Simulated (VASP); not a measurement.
A run of VASP 6.6.1 is set up as follows.

The input INCAR:

```
SYSTEM = Si7N8O2
  ALGO = Normal
  EDIFF = 1E-6
  ENCUT = 520
  GGA = PE
  GGA_COMPAT = .FALSE.
  ISIF = 2
  ISMEAR = -1
  ISYM = -1
  LASPH = .TRUE.
  LCHARG = .FALSE.
  LREAL = Auto
  LWAVE = .FALSE.
  NBANDS = 54
  NELM = 120
  PREC = Accurate
  SIGMA = 0.3447
```

File KPOINTS:

```
explicit points
1
Reciprocal
  0.25000000   0.25000000   0.25000000 1
```

POSCAR

```
Si7N8O2
1.0
    5.8386290000      0.0627810000      0.1075870000
    0.0627810000      6.0367170000      0.0979630000
    0.1075870000      0.0979630000      5.8205090000
Si N O
7 8 2
Direct
    0.7613558264      1.5814111700      0.1843923321
    0.6196092017      0.3778135837      0.5604323183
    0.8283957123      0.7580741425      0.8029605612
    0.1886875797      0.6771798388      0.4205359189
    0.2585432775      0.6272442235      0.8367804909
    0.0618733675      0.2069313816      0.4867688738
    0.5856888114      0.9708753921      0.2703560173
    0.8602808154      0.8756335477      0.0831822919
    0.3364531399      0.3215483484      0.5671299839
    0.9390207253      0.5180558595      0.3998930800
    0.8253969034      0.2185307617      0.6425323102
    0.2157647798      0.9081505874      0.5855065869
    0.2839437779      1.1941077883      0.1415630419
    0.3434471882      0.7435839864      1.1567321396
    0.1533161027      1.2948120855      0.0373052433
    0.6432252548      0.5125107937     -0.1495865345
    0.7166145021      0.8435613143      0.5308463226
```

Potentials or basis: VASP PAW PBE potentials, release 64 (Si, N, O).

Run with:

```console
$ cat potpaw_PBE.64/Si/POTCAR potpaw_PBE.64/N/POTCAR potpaw_PBE.64/O/POTCAR > POTCAR
$ mpirun -np 1 vasp_std > vasp.out
```

Problem. Predict the largest force.

Solution. 4.214 eV/Å.

Problem. Estimate the pressure.

Solution. -3.7 GPa.

Stress tensor (GPa, compression positive):
```
-3.15 -3.97 -4.43
-3.97 -2.12  2.22
-4.43  2.22 -5.79
```

Caveat: the standard files for N, O and F lose accuracy on very short bonds; the atoms stand as in a frame of molecular dynamics.
